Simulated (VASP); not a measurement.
Write the native input for VASP 6.6.1 that does the following.

* Task: relaxation of cell and atoms
* Functional: LDA
* Potentials or basis: VASP PAW LDA potentials, release 64 (Zn, S)
* Cutoff: 600 eV
* k mesh: 8 × 8 × 8
* Occupations: gaussian, width 0.02 eV
* Spin: no spin polarisation
* Dipole correction: no
* Further INCAR settings: ALGO = Normal; EDIFF = 1e-06; IBRION = 2; EDIFFG = -0.002; NSW = 100; ISIF = 3

The structure of ZnS (qlda) lies in POSCAR:

```
ZnS
1.0
    0.0000000000      2.6936828800      2.6936828800
    2.6936828800      0.0000000000      2.6936828800
    2.6936828800      2.6936828800      0.0000000000
Zn S
1 1
Direct
    0.0000000000      0.0000000000      0.0000000000
    0.7500000000      0.7500000000      0.7500000000
```

The input as run:

INCAR

```
ALGO     = Normal         # electronic algorithm
EDIFF    = 1E-6           # SCF threshold, eV
EDIFFG   = -0.002         # ionic threshold
ENCUT    = 600            # plane-wave cutoff, eV
GGA      = CA             # functional
IBRION   = 2              # ionic algorithm
ISIF     = 3              # what is computed and relaxed
ISMEAR   = 0              # smearing method
LASPH    = True           # aspherical terms in the spheres
LCHARG   = False          # write CHGCAR
LREAL    = False          # projectors in reciprocal space
LWAVE    = False          # write WAVECAR
NELM     = 80             # most SCF steps
NSW      = 100            # ionic steps
PREC     = Accurate       # precision mode
SIGMA    = 0.02           # smearing width, eV
```

KPOINTS

```
k-points
0
Gamma
  8 8 8
```

Potentials or basis: VASP PAW LDA potentials, release 64 (Zn, S).

The run is started by

```console
$ cat potpaw_LDA.64/Zn/POTCAR potpaw_LDA.64/S/POTCAR > POTCAR
$ mpirun -np 1 vasp_std > vasp.out
```

It gave:

The relaxed volume is 18.63 Å³/atom and the relaxed cell is a = 3.749 Å, b = 3.749 Å, c = 3.749 Å, α = 60.00°, β = 60.00°, γ = 60.00°. The space group after relaxing (to 0.05 Å) is F-43m (No. 216), the energy gained by relaxing is 11.1 meV/atom and the ionic steps are 6. The pressure after relaxing is 0.0 GPa and the band gap on the k mesh is 2.15 eV, direct.

Run time: 23 s on 1 thread of Intel(R) Xeon(R) 6975P-C (Granite Rapids), with other jobs on the host, peak memory 0.16 GiB.
